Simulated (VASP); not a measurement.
Wanted: the native input for a VASP 6.6.1 run.

* Task: electric field gradients
* Functional: PBE
* Potentials or basis: VASP PAW PBE potentials, release 64 (Sc_sv)
* Cutoff: 520 eV
* k mesh: 12 × 12 × 12
* Occupations: fermi-dirac, width 0.03 eV
* Spin: no spin polarisation
* Dipole correction: no
* Further INCAR settings: ALGO = Normal; EDIFF = 1e-08; NBANDS = 12

The structure of Sc lies in POSCAR:

```
Sc
1.0
    0.0000000000      2.2514192660      2.2514192660
    2.2514192660      0.0000000000      2.2514192660
    2.2514192660      2.2514192660      0.0000000000
Sc
1
Direct
    0.0000000000      0.0000000000      0.0000000000
```

This cell differs from its parent crystal: volume scaled by 0.975.

These files were run (other wordings do the same):

INCAR

```
PREC = Accurate
ENCUT = 520
EDIFF = 1E-8
ISMEAR = -1
SIGMA = 0.03
LREAL = F
LASPH = T
NELM = 100
ALGO = Normal
ISIF = 2
LWAVE = F
LCHARG = F
GGA = PE
LEFG = T
NBANDS = 12
```

KPOINTS

```
regular mesh
0
Gamma
  12 12 12
```

Potentials or basis: VASP PAW PBE potentials, release 64 (Sc_sv).

Run with:

```bash
$ cat potpaw_PBE.64/Sc_sv/POTCAR > POTCAR
$ mpirun -np 1 vasp_std > vasp.out
```

It gave:

* Pressure: 4.6 GPa

Caveat: without QUAD_EFG the Cq values of the log hold for a quadrupole moment of 1 mb, not for the nuclei.

Run time: 50 s on 1 thread of Intel Xeon 8259CL, with other jobs on the host, peak memory 0.15 GiB.
